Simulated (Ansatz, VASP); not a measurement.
# One calculation of InAs, two programs

The input INCAR:

```
  PREC = Accurate
  ENCUT = 520
  EDIFF = 1E-7
  ISMEAR = 0
  SIGMA = 0.15
  LREAL = False
  LASPH = True
  NELM = 80
  ALGO = Normal
  ISIF = 2
  LWAVE = False
  LCHARG = False
  GGA = PS
  NBANDS = 16
```

The input KPOINTS:

```
regular mesh
0
Gamma
  14 14 14
```

Contents of POSCAR:

```
InAs
1.0
    0.0000000000      3.0100052392      3.2968293967
    3.2968293967      0.0000000000      3.2968293967
    3.2968293967      3.0100052392      0.0000000000
In As
1 1
Direct
    0.0000000000      0.0000000000      0.0000000000
    0.7500000000      0.7500000000      0.7500000000
```

Input for Ansatz:

```yaml
crystal:
  lattice:
    - [0.0, 3.0100052392, 3.2968293967]
    - [3.2968293967, 0.0, 3.2968293967]
    - [3.2968293967, 3.0100052392, 0.0]
  atoms:
    - { symbol: In, position: [0.0, 0.0, 0.0] }
    - { symbol: As, position: [0.75, 0.75, 0.75] }
basis:
  ecutwfc: 420
kpoints:
  mp_grid: { grid: [14, 14, 14] }
hamiltonian:
  xc: pbesol
  pseudopotentials: { kind: paw, azcp: { folder: soft_1 } }
scf:
  occupations: { method: gaussian, width: 0.15 }
output:
  forces: true
  stress: true
  eigenvalues: true
```

Alike in both runs: task single point; functional PBEsol; k mesh 14 × 14 × 14; occupations gaussian, width 0.15 eV; no spin polarisation.

```csv
,VASP,Ansatz
version,VASP 6.6.1,Ansatz 0.2.0
potentials or method,"VASP PAW PBE potentials, release 64 (In_d, As), cutoff 520 eV","scalar-relativistic, plane waves, PAW"
valence electrons in the cell,18,28
```

|  | VASP | Ansatz | Ansatz less VASP |
| --- | --- | --- | --- |
| gap on the k mesh at the Fermi level (eV) | 0.15 | 0.15 | 0.000 |
| least direct gap on the mesh (eV) | 0.33 | 0.33 | 0.000 |
| pressure (GPa) | -5.8 | -5.9 | -0.03 |
| traceless stress, the component that is largest in VASP (GPa) | 1.82 | 1.83 | +0.004 |

VASP's potentials were made for PBE, not for PBEsol, and Ansatz warns of the same on its side. VASP's potentials hold 18 valence electrons a cell and Ansatz's 28, so a difference there can come from the potentials and not from the codes.
